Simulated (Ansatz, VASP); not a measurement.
# C in VASP and in Ansatz

```
C
1.0
    -2.41040    2.41040    2.41040
     2.41040   -2.41040    2.41040
     2.41040    2.41040   -2.41040
C
8
Direct
  0.34071 0.93851 0.03923
  0.67359 0.65699 0.61565
  0.08468 0.29744 0.99041
  0.93962 0.03645 0.32579
  0.92332 0.66401 0.05796
  0.34268 0.39355 0.34429
  0.66987 0.98449 0.95198
  0.02553 0.02855 0.67468
```

Change from the starting cell: all atoms moved at random (sigma 0.22 Å a component).

Alike in both runs: task single point; functional LDA; k mesh 8 × 8 × 8; occupations gaussian, width 0.05 eV; no spin polarisation.

|  | VASP | Ansatz |
| --- | --- | --- |
| version | VASP 6.6.1 | Ansatz 0.2.0 |
| potentials or method | VASP PAW LDA potentials, release 64 (C), cutoff 520 eV | scalar-relativistic, plane waves, PAW |
| valence electrons in the cell | 32 | 32 |

```csv
,VASP,Ansatz,Ansatz less VASP
gap on the k mesh at the Fermi level (eV),none,none,-
rms of the force components (eV/Å),4.756,4.757,+0.0014
```

LDA's correlation is that of Perdew and Zunger in VASP and of Perdew and Wang (1992) in Ansatz. Atom by atom the forces differ by 0.025 eV/Å (rms over components). A gap of «none» marks a metal or a gap that the smearing closes.
